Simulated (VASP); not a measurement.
# C (P-1) in VASP: single point with r2SCAN

Aim: the single point of C with r2SCAN.

All numbers are computed with VASP 6.6.1; they aren't measurements. Logs are shortened: lines on timing, memory, paths and dates and some standing lists are left out, and cuts for length are marked.

## (1) The cell of the first run

The typed cell holds 12 atoms: a = 2.518 Å, b = 2.518 Å, c = 12.383 Å, α = 85.14°, β = 86.11°, γ = 60.00°.

## (2) Single point, r2SCAN (the part above a cut slid along it)

The input, POSCAR:

```
C
1.0
    1.7801417073     -1.7801417073      0.0000000000
    1.7801417073      0.0000000000     -1.7801417073
    8.0106376830      6.8238765448      6.5271862602
C
12
Direct
    0.6215222222      0.5763777778      0.2708666667
   -0.0173666667     -0.0347333333      0.1042000000
    0.2604111111      0.1874888889      0.4375333333
    0.5381888889      0.4097111111      0.7708666667
    0.8993000000      0.7986000000      0.6042000000
    0.1770777778      0.0208222222      0.9375333333
    0.6006888889      0.5347111111      0.3958666667
    0.9618000000      0.9236000000      0.2292000000
    0.2395777778      0.1458222222      0.5625333333
    0.5173555556      0.3680444444      0.8958666667
   -0.1215333333     -0.2430666667      0.7292000000
    0.3229111111      0.3124888889      0.0625333333
```

The input, INCAR.step1:

```
ALGO     = Normal         # electronic algorithm
EDIFF    = 1E-4           # SCF threshold, eV
ENCUT    = 520            # plane-wave cutoff, eV
GGA      = PE             # functional
ISMEAR   = 0              # smearing method
LASPH    = True           # aspherical terms in the spheres
LCHARG   = False          # write CHGCAR
LREAL    = False          # projectors in reciprocal space
LWAVE    = True           # write WAVECAR
NBANDS   = 36             # bands
NELM     = 100            # most SCF steps
PREC     = Accurate       # precision mode
SIGMA    = 0.05           # smearing width, eV
```

The input, INCAR.step2:

```
ALGO     = Normal         # electronic algorithm
EDIFF    = 1E-7           # SCF threshold, eV
ENCUT    = 520            # plane-wave cutoff, eV
ISIF     = 2              # what is computed and relaxed
ISMEAR   = 0              # smearing method
ISTART   = 1            
LASPH    = True           # aspherical terms in the spheres
LCHARG   = True           # write CHGCAR
LELF     = True           # ELF
LMIXTAU  = True         
LREAL    = False          # projectors in reciprocal space
LVHAR    = True         
LWAVE    = False          # write WAVECAR
METAGGA  = R2SCAN         # meta-GGA
NBANDS   = 36             # bands
NELM     = 100            # most SCF steps
PREC     = Accurate       # precision mode
SIGMA    = 0.05           # smearing width, eV
```

The input, KPOINTS:

```
k-points
0
Gamma
  10 10 2
```

Potentials or basis: VASP PAW PBE potentials, release 64 (C).

Started as:

```
$ cat potpaw_PBE.64/C/POTCAR > POTCAR
$ cp INCAR.step1 INCAR
$ mpirun -np 1 vasp_std > vasp.out
$ cp INCAR.step2 INCAR
$ mpirun -np 1 vasp_std > vasp.out
```

OUTCAR:

```text
EDIFF = 1E-7
   ENCUT = 520
   ISIF = 2
   ISMEAR = 0
   ISTART = 1
   LASPH = True
   LREAL = False
   METAGGA = R2SCAN
   NELM = 100
   PREC = Accurate

 ion  position               nearest neighbor table
   1  0.622  0.576  0.271-   7 1.54   8 1.54   8 1.54   8 1.54
   2  0.983  0.965  0.104-   8 1.54  12 1.54  12 1.54  12 1.54
   3  0.260  0.187  0.438-   7 1.54   7 1.54   7 1.54   9 1.54
   4  0.538  0.410  0.771-  10 1.54  11 1.54  11 1.54  11 1.54
   5  0.899  0.799  0.604-  11 1.54   9 1.54   9 1.54   9 1.54
   6  0.177  0.021  0.938-  10 1.54  10 1.54  10 1.54  12 1.90
   7  0.601  0.535  0.396-   3 1.54   3 1.54   3 1.54   1 1.54
   8  0.962  0.924  0.229-   2 1.54   1 1.54   1 1.54   1 1.54
   9  0.240  0.146  0.563-   3 1.54   5 1.54   5 1.54   5 1.54
  10  0.517  0.368  0.896-   6 1.54   6 1.54   6 1.54   4 1.54
  11  0.878  0.757  0.729-   5 1.54   4 1.54   4 1.54   4 1.54
  12  0.323  0.312  0.063-   2 1.54   2 1.54   2 1.54   6 1.90

  LATTYP: Found a triclinic cell.
 ALAT       =     2.5175005454
 B/A-ratio  =     1.0000000000
 C/A-ratio  =     5.0027770067
 COS(alpha) =     0.0166574151
 COS(beta)  =     0.1832315663
 COS(gamma) =     0.5000000000

  Lattice vectors:

 A1 = (   0.0000000000,   1.7801417073,  -1.7801417073)
 A2 = (   1.7801417073,   0.0000000000,  -1.7801417073)
 A3 = (  -8.0106376830,  -5.0437348375,  -8.3073279675)

Analysis of symmetry for initial positions (statically):
=====================================================================
 Subroutine PRICEL returns:
 Original cell was already a primitive cell.

 Routine SETGRP: Setting up the symmetry group for a
 triclinic supercell.

 Subroutine GETGRP returns: Found  2 space group operations
 (whereof  1 operations were pure point group operations)
 out of a pool of  2 trial point group operations.

The static configuration has the point symmetry C_1 .
 The point group associated with its full space group is S_2 .

Analysis of symmetry for dynamics (positions and initial velocities):
=====================================================================
 Subroutine PRICEL returns:
 Original cell was already a primitive cell.

 Routine SETGRP: Setting up the symmetry group for a
 triclinic supercell.

 Subroutine GETGRP returns: Found  2 space group operations
[... 132 lines left out ...]
   POTIM  = 0.5000    time-step for ionic-motion
   TEBEG  =    0.0;   TEEND  =   0.0 temperature during run
   PSTRESS=    0.0 pullay stress
   NELECT =      48.0000    total number of electrons
   NUPDOWN=      -1.0000    fix difference up-down
   EMIN   =  10.00;   EMAX   =-10.00  energy-range for DOS
   EFERMI =   0.00;   METHOD = LEGACY
   ISMEAR =     0;   SIGMA  =   0.05  broadening in eV -4-tet -1-fermi 0-gaus
   EFERMI_NEDOS =   21; number of points for ismear=-14 and -15
   IALGO  =     38    algorithm
   IMIX   =      4    mixing-type and parameters
     AMIX     =   0.40;   BMIX     =  1.00
     AMIX_MAG =   1.60;   BMIX_MAG =  1.00
  volume/ion in A,a.u.               =       5.64        38.07
  Fermi-wavevector in a.u.,A,eV,Ry     =   1.459846  2.758708 28.996044  2.131149
  Thomas-Fermi vector in A             =   2.576365
   LORBIT       =      0    0 simple, 1 ext, 2 COOP (PROOUT), +10 PAW based schemes
   METAGGA = R2SCAN    functional components
   LHFCALC =     F    Hartree Fock is set to
   AEXX    =    0.0000 exact exchange contribution
   IVDW    =     0    specifies the selected vdW correction
   LEPSILON=     F    determine dielectric tensor
   LRPA    =     F    only Hartree local field effects (RPA)
 non-spin polarized calculation
 Gauss-broadening in eV      SIGMA  =   0.05
  energy-cutoff  :      520.00
  volume of cell :       67.69
 maximum number of plane-waves:      1844
   NGX =  9   NGY =  9   NGZ = 45

 number of electron      47.9999996 magnetization

 Free energy of the ion-electron system (eV)
  ---------------------------------------------------
  ext. energy  EPLUGINS =         0.00000000
  ---------------------------------------------------
  free energy    TOTEN  =      -113.27525808 eV

  energy without entropy =     -113.27484292  energy(sigma->0) =     -113.27505050

 E-fermi :  10.5179     XC(G=0): -14.3204

 val. band max:       10.5151644640   @ k =   0.0000   0.1000  -0.0000
 cond. band min:      10.5696257825   @ k =   0.0000   0.0000   0.0000
 fundamental gap:      0.0544613185
 Fermi energy:        10.5178686006

 k-point     1 :       0.0000    0.0000    0.0000
  band No.  band energies     occupation
      1     -12.9753      2.00000
      2     -12.1853      2.00000
      3     -12.1268      2.00000
      4      -9.8440      2.00000
      5      -9.7527      2.00000
      6      -6.9993      2.00000
[... 925 lines left out ...]
     35      21.1599      0.00000
     36      21.5897      0.00000

 [... further k-points ...]

------------------------ aborting loop because EDIFF is reached ----------------------------------------

  FORCE on cell =-STRESS in cart. coord.  units (eV):
  Direction    XX          YY          ZZ          XY          YZ          ZX
  --------------------------------------------------------------------------------------
  -------------------------------------------------------------------------------------
  Total      -10.9551164     11.0108314      7.5016394      1.5337834      9.2787235      1.8473622
  in kB     -259.2881114    260.6067879    177.5504559     36.3019239    219.6108757     43.7237759
  external PRESSURE =      59.6230441 kB  Pullay stress =       0.0000000 kB

 VOLUME and BASIS-vectors are now :
 -----------------------------------------------------------------------------
  energy-cutoff  :      520.00
  volume of cell :       67.69
      direct lattice vectors                 reciprocal lattice vectors
     1.780141707 -1.780141707  0.000000000     0.179448885 -0.382304146  0.179448885
     1.780141707  0.000000000 -1.780141707     0.171646760  0.171646760 -0.390106272
     8.010637683  6.823876545  6.527186260     0.046812753  0.046812753  0.046812753

 POSITION                                       TOTAL-FORCE (eV/Angst)
 -----------------------------------------------------------------------------------
      4.30225      0.74196      0.74196        -0.038521     -0.035476     -0.039596
      4.30225     -1.03818     -1.03818        -0.127195      0.778519      0.187161
      4.30225      2.52210      2.52210        -0.016057     -0.024917     -0.024074
      7.86253      4.30225      4.30225         0.198333     -0.753257     -0.538061
      7.86253      2.52210      2.52210         0.022930     -0.063097     -0.060101
      7.86253      6.08239      6.08239         1.602485     -3.703095     -4.352131
      5.19232      1.63203      1.63203        -0.022930      0.063097      0.060101
      5.19232     -0.14811     -0.14811        -0.198333      0.753257      0.538061
      5.19232      3.41218      3.41218         0.016057      0.024917      0.024074
      8.75260      5.19232      5.19232         0.127195     -0.778519     -0.187161
      8.75260      3.41218      3.41218         0.038521      0.035476      0.039596
      1.63203     -0.14811     -0.14811        -1.602485      3.703095      4.352131
 -----------------------------------------------------------------------------------
    total drift:                               -0.000012     -0.000011      0.000002

  FREE ENERGIE OF THE ION-ELECTRON SYSTEM (eV)
  ---------------------------------------------------
  free  energy   TOTEN  =      -113.2752580800 eV

  energy  without entropy=     -113.2748429161  energy(sigma->0) =     -113.27505050
```

OUTCAR.step1:

```text
EDIFF = 1E-4
   ENCUT = 520
   GGA = PE
   ISMEAR = 0
[... 1203 lines left out ...]
      5.19232      3.41218      3.41218         0.016201      0.023337      0.022508
      8.75260      5.19232      5.19232         0.170490     -0.738818     -0.166267
      8.75260      3.41218      3.41218         0.044919      0.034313      0.039261
      1.63203     -0.14811     -0.14811        -1.507325      3.433742      4.020185
 -----------------------------------------------------------------------------------
    total drift:                                0.000001     -0.000003     -0.000002

  FREE ENERGIE OF THE ION-ELECTRON SYSTEM (eV)
  ---------------------------------------------------
  free  energy   TOTEN  =      -104.7017889827 eV

  energy  without entropy=     -104.7013583744  energy(sigma->0) =     -104.70157368
```

Run time: 10 min. Hardware: 1 thread of AMD EPYC 9R45 (Zen 5), shared host; peak memory 0.26 GiB.

Results:

| Item | Value |
| --- | --- |
| Free energy | -113.2753 eV |
| Pressure | 6.0 GPa |
| Largest force | 5.935 eV/Å |
| Band gap on the k mesh | zero (bands 24 and 25 overlap by 0.18 eV) |

Forces on the atoms (eV/Å):
```
C   -0.039 -0.035 -0.040
C   -0.127  0.779  0.187
C   -0.016 -0.025 -0.024
C    0.198 -0.753 -0.538
C    0.023 -0.063 -0.060
C    1.602 -3.703 -4.352
C   -0.023  0.063  0.060
C   -0.198  0.753  0.538
C    0.016  0.025  0.024
C    0.127 -0.779 -0.187
C    0.039  0.035  0.040
C   -1.602  3.703  4.352
```

Caveat: the cell differs from its parent crystal (the part above a cut slid along it); the stress differs along the axes, from -26 to 26 GPa; the PAW data sets were made with another functional, which shifts forces and pressure a little.

The gap in the log of VASP goes by the Fermi energy; the results here count the filled bands.